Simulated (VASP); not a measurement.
Ru, 2 atoms in the cell. Symmetry: P6_3/mmc, No. 194, hexagonal system. The conventional cell has a = 2.704 Å, b = 2.704 Å, c = 4.267 Å, α = 90.00°, β = 90.00°, γ = 120.00°. Within 3.5 Å of Ru (site symmetry -6m2) lie 12 Ru at 2.64 to 2.70 Å. 

* Program: VASP 6.6.1
* Task: single point
* Functional: r2SCAN
* Potentials or basis: VASP PAW PBE potentials, release 64 (Ru_sv)
* Cutoff: 660 eV
* k mesh: 15 × 15 × 8
* Occupations: gaussian, width 0.1 eV
* Spin: no spin polarisation
* Dipole correction: no
* Further INCAR settings: ALGO = Normal; EDIFF = 1e-06; NBANDS = 23

Potentials or basis: VASP PAW PBE potentials, release 64 (Ru_sv).

Launch:

```sh
$ cat potpaw_PBE.64/Ru_sv/POTCAR > POTCAR
$ cp INCAR.step1 INCAR
$ mpirun -np 1 vasp_std > vasp.out
$ cp INCAR.step2 INCAR
$ mpirun -np 1 vasp_std > vasp.out
```

Hardware: 1 thread of AMD EPYC 9R45 (Zen 5) (shared host).

Q: Estimate the wall time of this run.

A: Run time: 2.9 min on 1 thread of AMD EPYC 9R45 (Zen 5) (shared host), peak memory 0.19 GiB. Counts: k points 135.
